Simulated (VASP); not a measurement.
Set up this calculation in VASP 6.6.1, as the native input.

```yaml
Task: single point
Functional: PBE
Potentials_or_basis: VASP PAW PBE potentials, release 64 (Sn_d, O)
Cutoff: 520 eV
k_mesh: 6 × 6 × 8
Occupations: gaussian, width 0.05 eV
Spin: no spin polarisation
Dipole_correction: no
Further_INCAR_settings: ALGO = Normal; EDIFF = 1e-06; NBANDS = 35
```

The structure of SnO2 lies in POSCAR:

```
SnO2
1.0
    4.8277932898      0.0000000000      0.0000000000
    0.0000000000      4.8278069739      0.0000000000
    0.0000000000      0.0000000000      3.2379014683
Sn O
2 4
Direct
    0.4980296051      0.4974609832      0.5000000000
    0.0019737014     -0.0025415860      0.0000000000
    0.2863971818      0.3283621050      0.0000000000
    0.8021276678      0.1904865215      0.5000000000
    0.2135905516      0.8283518755      0.5000000000
    0.6978600656      0.6904967511      0.0000000000
```

This cell differs from its parent crystal: atoms displaced along several vibrational modes.

One way to write it, as run:

INCAR

```
SYSTEM = SnO2
PREC     = Accurate       ! precision mode
ENCUT    = 520            ! plane-wave cutoff, eV
EDIFF    = 1E-6           ! SCF threshold, eV
ISMEAR   = 0              ! smearing method
SIGMA    = 0.05           ! smearing width, eV
LREAL    = .False.        ! projectors in reciprocal space
LASPH    = .True.         ! aspherical terms in the spheres
NELM     = 60             ! most SCF steps
ALGO     = Normal         ! electronic algorithm
ISIF     = 2              ! what is computed and relaxed
LWAVE    = .False.        ! write WAVECAR
LCHARG   = .False.        ! write CHGCAR
GGA      = PE             ! functional
NBANDS   = 35             ! bands
```

KPOINTS

```
Automatic mesh
0
Gamma
  6 6 8
  0 0 0
```

Potentials or basis: VASP PAW PBE potentials, release 64 (Sn_d, O).

Launch:

```bash
$ cat potpaw_PBE.64/Sn_d/POTCAR potpaw_PBE.64/O/POTCAR > POTCAR
$ mpirun -np 1 vasp_std > vasp.out
```

Results of the run:

| Quantity | Value |
| --- | --- |
| Pressure | 0.3 GPa |
| Largest force | 0.296 eV/Å |
| Band gap on the k mesh | 0.75 eV |

Caveat: the cell differs from its parent crystal (atoms displaced along several vibrational modes); semilocal functionals underestimate gaps, and a narrow one can read as zero; spin-orbit coupling is left out, which moves the levels of the heavy elements.

Wall time 93 s on 1 thread of Intel(R) Xeon(R) 6975P-C (Granite Rapids) (shared host), peak memory 0.32 GiB.
